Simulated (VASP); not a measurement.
A run of VASP 6.6.1 is set up as follows.

INCAR

```
PREC = Accurate
ENCUT = 600
EDIFF = 1E-7
ISMEAR = -1
SIGMA = 0.05
LREAL = False
LASPH = True
NELM = 60
ALGO = Normal
ISIF = 3
LWAVE = False
LCHARG = False
GGA = PS
IBRION = 2
NSW = 50
EDIFFG = -0.01
PSTRESS = 200.0
```

The input KPOINTS:

```
Automatic mesh
0
Gamma
  8 8 4
```

The input POSCAR:

```
Li2RuN2
1.0
    3.1642330000      0.0000000000      0.0000000000
   -1.5821165000      2.7403061615      0.0000000000
    0.0000000000      0.0000000000      5.2114500000
Li Ru N
2 1 2
Direct
    0.6666666667      0.3333333333      0.3601800000
    0.3333333333      0.6666666667      0.6398200000
    0.0000000000      0.0000000000      0.0000000000
    0.6666666667      0.3333333333      0.7869890000
    0.3333333333      0.6666666667      0.2130110000
```

Potentials or basis: VASP PAW PBE potentials, release 64 (Li_sv, Ru_pv, N).

Run with:

```console
$ cat potpaw_PBE.64/Li_sv/POTCAR potpaw_PBE.64/Ru_pv/POTCAR potpaw_PBE.64/N/POTCAR > POTCAR
$ mpirun -np 1 vasp_std > vasp.out
```

(1) Predict the band gap on the k mesh.

(2) What does it give for the space group after relaxing (to 0.05 Å)?

Results:

(1) zero (band 15 reaches 8.84 eV, above the bottom of band 16 at 8.23 eV).

(2) P-3m1 (No. 164).

Caveat: the cell is relaxed towards a set pressure, so the enthalpy falls and the energy may rise.
